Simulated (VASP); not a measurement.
# Bi (R-3m) in VASP: notebook

Runs on Bi. Level: PBEsol. Tasks: single point.

All numbers are computed with VASP 6.6.1; they aren't measurements. Logs are shortened: lines on timing, memory, paths and dates and some standing lists are left out, and cuts for length are marked.

## Step 1: The cell of the first run

Symmetry: R-3m, No. 166, trigonal system. The conventional cell has a = 4.455 Å, b = 4.455 Å, c = 11.862 Å, α = 90.00°, β = 90.00°, γ = 120.00°. Within 4.0 Å of Bi (site symmetry 3m) lie 6 Bi at 3.03 to 3.49 Å.

## Step 2: Single point, PBEsol (equal xx and yy strain of -2 %)

INCAR

```
SYSTEM = Bi
  PREC = Accurate
  ENCUT = 520
  EDIFF = 1E-6
  ISMEAR = -1
  SIGMA = 0.03
  LREAL = .FALSE.
  LASPH = .TRUE.
  NELM = 60
  ALGO = Normal
  ISIF = 2
  LWAVE = .FALSE.
  LCHARG = .FALSE.
  GGA = PS
  NBANDS = 22
```

KPOINTS

```
regular mesh
0
G
  10 10 10
  0 0 0
```

POSCAR

```
Bi
1.0
    2.2275396848      1.2860706367      3.9540000000
   -2.2275396848      1.2860706367      3.9540000000
    0.0000000000     -2.5721412733      3.9540000000
Bi
2
Direct
    0.2338900000      0.2338900000      0.2338900000
    0.7661100000      0.7661100000      0.7661100000
```

Potentials or basis: VASP PAW PBE potentials, release 64 (Bi_d).

Command:

```sh
$ cat potpaw_PBE.64/Bi_d/POTCAR > POTCAR
$ mpirun -np 1 vasp_std > vasp.out
```

OUTCAR:

```text
SYSTEM = Bi
   PREC = Accurate
   ENCUT = 520
   EDIFF = 1E-6
   ISMEAR = -1
   LREAL = .FALSE.
   LASPH = .TRUE.
   NELM = 60
   ISIF = 2
   GGA = PS

 ion  position               nearest neighbor table
   1  0.234  0.234  0.234-   2 3.03   2 3.03   2 3.03   2 3.49   2 3.49   2 3.49
   2  0.766  0.766  0.766-   1 3.03   1 3.03   1 3.03   1 3.49   1 3.49   1 3.49

  LATTYP: Found a trigonal (rhomboedric) cell.
 ALAT       =     4.7169933994
 COS(alpha) =     0.5539840821

  Lattice vectors:

 A1 = (   2.2275396848,   1.2860706367,   3.9540000000)
 A2 = (  -2.2275396848,   1.2860706367,   3.9540000000)
 A3 = (   0.0000000000,  -2.5721412733,   3.9540000000)

Analysis of symmetry for initial positions (statically):
=====================================================================
 Subroutine PRICEL returns:
 Original cell was already a primitive cell.

 Routine SETGRP: Setting up the symmetry group for a
 trigonal (rhombohedral) supercell.

 Subroutine GETGRP returns: Found 12 space group operations
 (whereof 12 operations were pure point group operations)
 out of a pool of 12 trial point group operations.

The static configuration has the point symmetry D_3d.

Analysis of symmetry for dynamics (positions and initial velocities):
=====================================================================
 Subroutine PRICEL returns:
 Original cell was already a primitive cell.

 Routine SETGRP: Setting up the symmetry group for a
 trigonal (rhombohedral) supercell.

 Subroutine GETGRP returns: Found 12 space group operations
 (whereof 12 operations were pure point group operations)
 out of a pool of 12 trial point group operations.

The dynamic configuration has the point symmetry D_3d.

 Subroutine INISYM returns: Found 12 space group operations
 (whereof 12 operations are pure point group operations),
 and found     1 'primitive' translations

----------------------------------------------------------------------------------------

                                     Primitive cell

  volume of cell :      67.9639

  direct lattice vectors                    reciprocal lattice vectors
     2.227539685  1.286070637  3.954000000     0.224462892  0.129593711  0.084302816
    -2.227539685  1.286070637  3.954000000    -0.224462892  0.129593711  0.084302816
     0.000000000 -2.572141273  3.954000000     0.000000000 -0.259187422  0.084302816

  length of vectors
     4.716993399  4.716993399  4.716993399     0.272552903  0.272552903  0.272552903

  position of ions in fractional coordinates (direct lattice)
     0.233890000  0.233890000  0.233890000
     0.766110000  0.766110000  0.766110000

  ion indices of the primitive-cell ions
   primitive index   ion index
                 1           1
                 2           2

----------------------------------------------------------------------------------------

 KPOINTS: regular mesh

Automatic generation of k-mesh.
 Grid dimensions read from file:
 generate k-points for:   10   10   10

 Generating k-lattice:

  Cartesian coordinates                     Fractional coordinates (reciprocal lattice)
     0.022446289  0.012959371  0.008430282     0.100000000  0.000000000 -0.000000000
    -0.022446289  0.012959371  0.008430282     0.000000000  0.100000000 -0.000000000
     0.000000000 -0.025918742  0.008430282     0.000000000  0.000000000  0.100000000

  Length of vectors
     0.027255290  0.027255290  0.027255290

  Shift w.r.t. Gamma in fractional coordinates (k-lattice)
     0.000000000  0.000000000  0.000000000

 Subroutine IBZKPT returns following result:
 ===========================================

 Found    116 irreducible k-points:

 Following reciprocal coordinates:
            Coordinates               Weight
  0.000000  0.000000  0.000000      1.000000
  0.100000 -0.000000  0.000000      6.000000
  0.200000 -0.000000  0.000000      6.000000
  0.300000  0.000000  0.000000      6.000000
  0.400000 -0.000000  0.000000      6.000000
  0.500000  0.000000  0.000000      3.000000
[... 16 lines left out ...]
  0.300000  0.300000  0.000000      6.000000
  0.400000  0.300000  0.000000     12.000000
 [... further k-points ...]
   k-points           NKPTS =    116   k-points in BZ     NKDIM =    116   number of bands    NBANDS=     22
   number of dos      NEDOS =    301   number of ions     NIONS =      2
   total plane-waves  NPLWV =  46656
   dimension x,y,z NGX =    36 NGY =   36 NGZ =   36
   dimension x,y,z NGXF=    72 NGYF=   72 NGZF=   72
   ions per type =               2
   NGX,Y,Z   is equivalent  to a cutoff of  12.69, 12.69, 12.69 a.u.
   NGXF,Y,Z  is equivalent  to a cutoff of  25.38, 25.38, 25.38 a.u.
 SYSTEM =  Bi
   PREC   = accura    normal or accurate (medium, high low for compatibility)
   ISTART =      0    job   : 0-new  1-cont  2-samecut
   ICHARG =      2    charge: 1-file 2-atom 10-const
   ISPIN  =      1    spin polarized calculation?
   LNONCOLLINEAR =      F non collinear calculations
   LSORBIT =      F    spin-orbit coupling
   LASPH  =      T    aspherical Exc in radial PAW
   ENCUT  =  520.0 eV  38.22 Ry    6.18 a.u.   8.77  8.77  8.77*2*pi/ulx,y,z
   NELM   =     60;   NELMIN=  2; NELMDL= -5     # of ELM steps
   EDIFF  = 0.1E-05   stopping-criterion for ELM
   LREAL  =      F    real-space projection
   EDIFFG = 0.1E-04   stopping-criterion for IOM
   NSW    =      0    number of steps for IOM
   IBRION =     -1    ionic relax: 0-MD 1-quasi-New 2-CG
   NFREE  =      0    steps in history (QN), initial steepest desc. (CG)
   ISIF   =      2    stress and relaxation
   ISYM   =      2    0-nonsym 1-usesym 2-fastsym
   POTIM  = 0.5000    time-step for ionic-motion
   TEBEG  =    0.0;   TEEND  =   0.0 temperature during run
   PSTRESS=    0.0 pullay stress
   NELECT =      30.0000    total number of electrons
   NUPDOWN=      -1.0000    fix difference up-down
   EMIN   =  10.00;   EMAX   =-10.00  energy-range for DOS
   EFERMI =   0.00;   METHOD = LEGACY
   ISMEAR =    -1;   SIGMA  =   0.03  broadening in eV -4-tet -1-fermi 0-gaus
   EFERMI_NEDOS =   21; number of points for ismear=-14 and -15
   IALGO  =     38    algorithm
   IMIX   =      4    mixing-type and parameters
     AMIX     =   0.40;   BMIX     =  1.00
     AMIX_MAG =   1.60;   BMIX_MAG =  1.00
  volume/ion in A,a.u.               =      33.98       229.32
  Fermi-wavevector in a.u.,A,eV,Ry     =   1.246491  2.355527 21.139917  1.553740
  Thomas-Fermi vector in A             =   2.380666
   LORBIT       =      0    0 simple, 1 ext, 2 COOP (PROOUT), +10 PAW based schemes
   GGA     = PS    functional components
   LHFCALC =     F    Hartree Fock is set to
   AEXX    =    0.0000 exact exchange contribution
   IVDW    =     0    specifies the selected vdW correction
   LEPSILON=     F    determine dielectric tensor
   LRPA    =     F    only Hartree local field effects (RPA)
 non-spin polarized calculation
  energy-cutoff  :      520.00
  volume of cell :       67.96
 maximum number of plane-waves:      1856
   NGX = 17   NGY = 17   NGZ = 17

 number of electron      30.0000005 magnetization

 Free energy of the ion-electron system (eV)
  ---------------------------------------------------
  ext. energy  EPLUGINS =         0.00000000
  ---------------------------------------------------
  free energy    TOTEN  =        -8.59199751 eV

  energy without entropy =       -8.59138561  energy(sigma->0) =       -8.59169156

 E-fermi :   6.5884     XC(G=0):  -9.8581

 val. band max:        6.4908043830   @ k =   0.4000   0.2000   0.2000
 cond. band min:       6.5939362483   @ k =  -0.4000   0.5000   0.4000
 fundamental gap:      0.1031318653
 Fermi energy:         6.5883755243

 k-point     1 :       0.0000    0.0000    0.0000
  band No.  band energies     occupation
      1     -16.3431      2.00000
      2     -16.3431      2.00000
      3     -16.1713      2.00000
      4     -16.1713      2.00000
      5     -16.1569      2.00000
      6     -15.9604      2.00000
[... 14 lines left out ...]
     21      12.4469      0.00000
     22      12.7551      0.00000

 k-point     2 :       0.1000   -0.0000    0.0000
  band No.  band energies     occupation
      1     -16.3351      2.00000
      2     -16.3326      2.00000
      3     -16.1678      2.00000
      4     -16.1649      2.00000
      5     -16.1513      2.00000
      6     -15.9654      2.00000
[... 14 lines left out ...]
     21      12.5441      0.00000
     22      13.5830      0.00000

 k-point     3 :       0.2000   -0.0000    0.0000
  band No.  band energies     occupation
      1     -16.3125      2.00000
      2     -16.3022      2.00000
      3     -16.1593      2.00000
      4     -16.1466      2.00000
      5     -16.1342      2.00000
      6     -15.9821      2.00000
[... 14 lines left out ...]
     21      13.0137      0.00000
     22      15.2543      0.00000

 k-point     4 :       0.3000    0.0000    0.0000
  band No.  band energies     occupation
      1     -16.2807      2.00000
      2     -16.2549      2.00000
      3     -16.1486      2.00000
      4     -16.1192      2.00000
      5     -16.1068      2.00000
      6     -16.0119      2.00000
[... 14 lines left out ...]
     21      13.8949      0.00000
     22      16.9046      0.00000

 k-point     5 :       0.4000   -0.0000    0.0000
  band No.  band energies     occupation
      1     -16.2496      2.00000
      2     -16.1971      2.00000
      3     -16.1393      2.00000
      4     -16.0875      2.00000
      5     -16.0810      2.00000
      6     -16.0450      2.00000
[... 417 lines left out ...]
 k-point    22 :      -0.2000    0.2000    0.0000
  band No.  band energies     occupation
      1     -16.3023      2.00000
      2     -16.2084      2.00000
      3     -16.1433      2.00000
      4     -16.1310      2.00000
      5     -16.0740      2.00000
      6     -16.0448      2.00000
[... 14 lines left out ...]
     21      14.8581      0.00000
     22      15.8734      0.00000

 k-point    23 :       0.3000    0.3000    0.0000
  band No.  band energies     occupation
      1     -16.3325      2.00000
      2     -16.2035      2.00000
      3     -16.1777      2.00000
      4     -16.1025      2.00000
      5     -16.0973      2.00000
      6     -16.0163      2.00000
[... 14 lines left out ...]
     21      15.0452      0.00000
     22      15.1195      0.00000

 k-point    24 :       0.4000    0.3000    0.0000
  band No.  band energies     occupation
      1     -16.3227      2.00000
      2     -16.1807      2.00000
      3     -16.1727      2.00000
      4     -16.0972      2.00000
      5     -16.0759      2.00000
      6     -16.0326      2.00000
[... 14 lines left out ...]
     21      15.8356      0.00000
     22      15.9593      0.00000

 [... further k-points ...]

------------------------ aborting loop because EDIFF is reached ----------------------------------------

  FORCE on cell =-STRESS in cart. coord.  units (eV):
  Direction    XX          YY          ZZ          XY          YZ          ZX
  --------------------------------------------------------------------------------------
  -------------------------------------------------------------------------------------
  Total        0.7486766      0.7486766      0.3674828      0.0000000      0.0000000      0.0000000
  in kB       17.6492669     17.6492669      8.6630223      0.0000000      0.0000000      0.0000000
  external PRESSURE =      14.6538521 kB  Pullay stress =       0.0000000 kB

 VOLUME and BASIS-vectors are now :
 -----------------------------------------------------------------------------
  energy-cutoff  :      520.00
  volume of cell :       67.96
      direct lattice vectors                 reciprocal lattice vectors
     2.227539685  1.286070637  3.954000000     0.224462892  0.129593711  0.084302816
    -2.227539685  1.286070637  3.954000000    -0.224462892  0.129593711  0.084302816
     0.000000000 -2.572141273  3.954000000     0.000000000 -0.259187422  0.084302816

 POSITION                                       TOTAL-FORCE (eV/Angst)
 -----------------------------------------------------------------------------------
      0.00000      0.00000      2.77440         0.000000      0.000000      0.287146
      0.00000      0.00000      9.08760         0.000000     -0.000000     -0.287146
 -----------------------------------------------------------------------------------
    total drift:                                0.000000     -0.000000      0.000000

  FREE ENERGIE OF THE ION-ELECTRON SYSTEM (eV)
  ---------------------------------------------------
  free  energy   TOTEN  =        -8.5919975072 eV

  energy  without entropy=       -8.5913856074  energy(sigma->0) =       -8.59169156
```

It took 1.7 min on 1 thread of Intel Xeon Platinum 8488C (Sapphire Rapids), shared host; peak memory 0.29 GiB.

Results:

```
Free energy            : -8.5920 eV
Pressure               : 1.5 GPa
Largest force          : 0.287 eV/Å
Band gap on the k mesh : zero (bands 15 and 16 overlap by 0.27 eV)
```

Forces in eV/Å, atoms in the order of the input:
```
Bi   0.000  0.000  0.287
Bi   0.000  0.000 -0.287
```

Levels at points of the mesh, in eV from the Fermi level:
```tsv
k point	band 12	band 13	band 14	band 15	band 16	band 17	band 18	band 19
(0.00, 0.00, 0.00)	-7.35	-1.70	-1.19	-1.19	2.52	3.02	3.02	5.59
(0.50, 0.00, 0.00)	-10.63	-1.51	-1.25	-0.29	-0.27	0.42	1.05	7.31
(0.50, 0.50, 0.00)	-9.49	-4.91	-3.23	-2.98	2.25	5.08	5.59	7.01
(0.50, 0.50, 0.50)	-10.03	-0.86	-0.57	-0.57	0.76	0.76	0.88	6.92
```

Caveat: the cell differs from its parent crystal (equal xx and yy strain of -2 %); the PAW data sets were made with another functional, which shifts forces and pressure a little; spin-orbit coupling is left out, which moves the levels of the heavy elements.

## Step 3: Single point, PBEsol (zz strain of -2 %)

INCAR

```
PREC     = Accurate       # precision mode
ENCUT    = 520            # plane-wave cutoff, eV
EDIFF    = 1E-6           # SCF threshold, eV
ISMEAR   = -1             # smearing method
SIGMA    = 0.03           # smearing width, eV
LREAL    = False          # projectors in reciprocal space
LASPH    = True           # aspherical terms in the spheres
NELM     = 80             # most SCF steps
ALGO     = Normal         # electronic algorithm
ISIF     = 2              # what is computed and relaxed
LWAVE    = False          # write WAVECAR
LCHARG   = False          # write CHGCAR
GGA      = PS             # functional
NBANDS   = 22             # bands
```

KPOINTS

```
regular mesh
0
Gamma
  10 10 10
```

POSCAR

```
Bi
1.0
    2.2729996784      1.3123169762      3.8749200000
   -2.2729996784      1.3123169762      3.8749200000
    0.0000000000     -2.6246339523      3.8749200000
Bi
2
Direct
    0.2338900000      0.2338900000      0.2338900000
    0.7661100000      0.7661100000      0.7661100000
```

Potentials or basis: VASP PAW PBE potentials, release 64 (Bi_d).

Command:

```sh
$ cat potpaw_PBE.64/Bi_d/POTCAR > POTCAR
$ mpirun -np 1 vasp_std > vasp.out
```

Wall time 1.8 min (1 thread of Intel Xeon Platinum 8488C (Sapphire Rapids), shared host); peak memory 0.29 GiB.

Results (log left out):

- Free energy: -8.6019 eV
- Pressure: 0.1 GPa
- Largest force: 0.238 eV/Å
- Band gap on the k mesh: zero (bands 15 and 16 overlap by 0.14 eV)

Forces in eV/Å, atoms in the order of the input:
```
Bi   0.000  0.000  0.238
Bi   0.000  0.000 -0.238
```

Stress tensor (GPa, compression positive):
```
-0.02  0.00  0.00
 0.00 -0.02  0.00
 0.00  0.00  0.48
```

Levels at points of the mesh, in eV from the Fermi level:
```csv
k point,band 13,band 14,band 15,band 16,band 17,band 18
"(0.00, 0.00, 0.00)",-1.29,-1.22,-1.22,2.59,3.09,3.09
"(0.50, 0.00, 0.00)",-1.16,-1.13,-0.23,-0.16,0.68,1.09
"(0.50, 0.50, 0.00)",-4.71,-2.95,-2.94,2.36,5.15,5.57
"(0.50, 0.50, 0.50)",-0.98,-0.60,-0.60,0.68,0.68,0.77
```

Caveat: the cell differs from its parent crystal (zz strain of -2 %); the PAW data sets were made with another functional, which shifts forces and pressure a little; spin-orbit coupling is left out, which moves the levels of the heavy elements.

## Step 4: Single point, PBEsol (equal xx and yy strain of -1 %)

INCAR

```
PREC = Accurate
ENCUT = 520
EDIFF = 1E-7
ISMEAR = -1
SIGMA = 0.03
LREAL = False
LASPH = True
NELM = 100
ALGO = Normal
ISIF = 2
LWAVE = False
LCHARG = False
GGA = PS
NBANDS = 22
```

KPOINTS is that of step 3.

POSCAR

```
Bi
1.0
    2.2502696816      1.2991938064      3.9540000000
   -2.2502696816      1.2991938064      3.9540000000
    0.0000000000     -2.5983876128      3.9540000000
Bi
2
Direct
    0.2338900000      0.2338900000      0.2338900000
    0.7661100000      0.7661100000      0.7661100000
```

Command:

```sh
$ cat potpaw_PBE.64/Bi_d/POTCAR > POTCAR
$ mpirun -np 1 vasp_std > vasp.out
```

Wall time 2 min (1 thread of Intel Xeon Platinum 8488C (Sapphire Rapids), shared host); peak memory 0.29 GiB.

The run converged. Its results:

| Property | Result |
| --- | --- |
| Free energy | -8.6023 eV |
| Pressure | 0.3 GPa |
| Largest force | 0.198 eV/Å |
| Band gap on the k mesh | zero (bands 15 and 16 overlap by 0.25 eV) |

Forces in eV/Å, atoms in the order of the input:
```
Bi   0.000  0.000  0.198
Bi   0.000  0.000 -0.198
```

Stress tensor (GPa, compression positive):
```
0.46 0.00 0.00
0.00 0.46 0.00
0.00 0.00 0.05
```

Levels at points of the mesh, in eV from the Fermi level:
| k point | band 13 | band 14 | band 15 | band 16 | band 17 | band 18 |
| --- | --- | --- | --- | --- | --- | --- |
| (0.00, 0.00, 0.00) | -1.55 | -1.17 | -1.17 | 2.52 | 3.01 | 3.01 |
| (0.50, 0.00, 0.00) | -1.40 | -1.19 | -0.26 | -0.25 | 0.50 | 1.07 |
| (0.50, 0.50, 0.00) | -4.77 | -3.09 | -2.91 | 2.31 | 5.03 | 5.52 |
| (0.50, 0.50, 0.50) | -0.89 | -0.56 | -0.56 | 0.75 | 0.75 | 0.83 |

Caveat: the cell differs from its parent crystal (equal xx and yy strain of -1 %); the PAW data sets were made with another functional, which shifts forces and pressure a little; spin-orbit coupling is left out, which moves the levels of the heavy elements.

(Continued in part 2 of 2.)
